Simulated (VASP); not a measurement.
BaTiO3:

```
Ba Ti O
1.0
     3.94574    0.00000    0.00000
     0.00000    3.94574    0.00000
     0.00000    0.00000    3.96370
Ba Ti O
1 1 3
Direct
  0.00000 0.00000 0.00000
  0.50000 0.50000 0.49000
  0.00000 0.50000 0.51700
  0.50000 0.00000 0.51700
  0.50000 0.50000 0.01900
```

Base run:

- Program: VASP 6.6.1
- Functional: PBE
- Potentials or basis: VASP PAW PBE potentials, release 64 (Ba_sv, Ti_sv, O)
- Cutoff: 520 eV
- k mesh: 7 × 7 × 7
- Occupations: fermi-dirac, width 0.05 eV
- Spin: no spin polarisation

Its results: band gap on the k mesh 1.95 eV, indirect (least direct gap 2.11 eV); pressure 12.2 GPa; largest force 0.118 eV/Å.

Question: After a change of settings the same cell gave: band gap on the k mesh 2.36 eV, indirect (least direct gap 2.52 eV); pressure 9.3 GPa; largest force 0.144 eV/Å. Which change was it?
A. functional from PBE to revPBE; dispersion from none to D3(BJ)
B. functional from PBE to PBEsol
C. functional from PBE to LDA; potentials or basis from VASP PAW PBE potentials, release 64 (Ba_sv, Ti_sv, O) to VASP PAW LDA potentials, release 64 (Ba_sv, Ti_sv, O)
D. functional from PBE to r2SCAN

Answer: D.

r2SCAN gives the wider gap, since meta-GGAs in the generalised Kohn-Sham scheme recover part of the derivative discontinuity.

Caveats: spin-orbit coupling is left out, which moves the levels of the heavy elements; the PAW data sets were made with another functional, which shifts forces and pressure a little (some runs).
